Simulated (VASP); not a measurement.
Set up this calculation in VASP 6.6.1, as the native input.

* Task: single point
* Functional: LDA
* Potentials or basis: VASP PAW LDA potentials, release 64 (Se, Ga_d)
* Cutoff: 520 eV
* k mesh: 6 × 6 × 6
* Occupations: fermi-dirac, width 0.05 eV
* Spin: no spin polarisation
* Dipole correction: no
* Further INCAR settings: ALGO = Normal; EDIFF = 1e-06; NBANDS = 30

The structure of Ga3Se lies in POSCAR:

```
Ga3Se
1.0
    4.4324650000      0.0000000000      0.0000000000
    0.0000000000      4.4324650000      0.0000000000
    0.0000000000      0.0000000000      4.4324650000
Se Ga
1 3
Direct
    0.0000000000      0.0000000000      0.0000000000
    0.5000000000      0.5000000000      0.0000000000
    0.5000000000      0.0000000000      0.5000000000
    0.0000000000      0.5000000000      0.5000000000
```

These files were run (other wordings do the same):

INCAR

```
SYSTEM = Ga3Se
PREC = Accurate
ENCUT = 520
EDIFF = 1E-6
ISMEAR = -1
SIGMA = 0.05
LREAL = .False.
LASPH = .True.
NELM = 60
ALGO = Normal
ISIF = 2
LWAVE = .False.
LCHARG = .False.
NBANDS = 30
```

KPOINTS

```
regular mesh
0
Gamma
  6 6 6
  0 0 0
```

Potentials or basis: VASP PAW LDA potentials, release 64 (Se, Ga_d).

Launch:

```bash
$ cat potpaw_LDA.64/Se/POTCAR potpaw_LDA.64/Ga_d/POTCAR > POTCAR
$ mpirun -np 1 vasp_std > vasp.out
```

Results of the run:

The pressure is -4.8 GPa and the band gap on the k mesh is zero (an odd number of electrons rules out a gap without spin polarisation).

Caveat: the cell stands under tension.

Wall time 42 s on 1 thread of Intel Xeon 8259CL (shared host), peak memory 0.19 GiB.
